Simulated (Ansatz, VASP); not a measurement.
**One calculation of Pd, two programs**

The input INCAR:

```
SYSTEM = Pd
PREC     = Accurate       ! precision mode
ENCUT    = 600            ! plane-wave cutoff, eV
EDIFF    = 1E-6           ! SCF threshold, eV
ISMEAR   = 0              ! smearing method
SIGMA    = 0.1            ! smearing width, eV
LREAL    = .False.        ! projectors in reciprocal space
LASPH    = .True.         ! aspherical terms in the spheres
NELM     = 80             ! most SCF steps
ALGO     = Fast           ! electronic algorithm
ISIF     = 3              ! what is computed and relaxed
LWAVE    = .False.        ! write WAVECAR
LCHARG   = .False.        ! write CHGCAR
GGA      = PE             ! functional
IBRION   = 2              ! ionic algorithm
NSW      = 65             ! ionic steps
EDIFFG   = -0.01          ! ionic threshold
```

File KPOINTS:

```
regular mesh
0
Gamma
  18 18 5
  0 0 0
```

File POSCAR:

```
Pd
1.0
    2.7669447521      0.0000000000      0.0000000000
   -1.3834723761      2.3962444462      0.0000000000
    0.0000000000      0.0000000000      9.2910917062
Pd
4
Direct
    0.0000000000      0.0000000000      0.0000000000
    0.3333333333      0.6666666667      0.2500000000
    0.0000000000      0.0000000000      0.5000000000
    0.6666666667      0.3333333333      0.7500000000
```

Input for Ansatz:

```yaml
crystal:
  lattice:
    - [2.7669447521, 0.0, 0.0]
    - [-1.3834723761, 2.3962444462, 0.0]
    - [0.0, 0.0, 9.2910917062]
  atoms:
    - { symbol: Pd, position: [0.0, 0.0, 0.0] }
    - { symbol: Pd, position: [0.3333333333, 0.6666666667, 0.25] }
    - { symbol: Pd, position: [0.0, 0.0, 0.5] }
    - { symbol: Pd, position: [0.6666666667, 0.3333333333, 0.75] }
basis:
  ecutwfc: 420
kpoints:
  mp_grid: { grid: [18, 18, 5] }
hamiltonian:
  xc: pbe
scf:
  occupations: { method: gaussian, width: 0.1 }
output:
  forces: true
  stress: true
  eigenvalues: true
  populations: true
relax:
  adjacent_minimum: "off"
  f_tol: 0.01
  max_steps: 45
  cell: { stress_tol: 0.05 }
```

Alike in both runs: task relaxation of cell and atoms; functional PBE; k mesh 18 × 18 × 5; occupations gaussian, width 0.1 eV; no spin polarisation.

|  | VASP | Ansatz |
| --- | --- | --- |
| version | VASP 6.6.1 | Ansatz 0.2.0 |
| potentials or method | VASP PAW PBE potentials, release 64 (Pd), cutoff 600 eV | scalar-relativistic, plane waves, PAW |
| valence electrons in the cell | 40 | 72 |

|  | VASP | Ansatz | Ansatz less VASP |
| --- | --- | --- | --- |
| gap on the k mesh at the Fermi level, each at its own relaxed structure (eV) | none | none | - |
| relaxed volume (Å³/atom) | 15.33 | 15.35 | +0.024 |
| relaxed cell length with the largest relative difference (Å) | 9.168 | 9.179 | +0.0111 |

A gap of «none» marks a metal or a gap that the smearing closes. VASP's potentials hold 40 valence electrons a cell and Ansatz's 72, so a difference there can come from the potentials and not from the codes.

Noted on VASP's run: too few bands were computed for a metal, which touches its energy and stress.
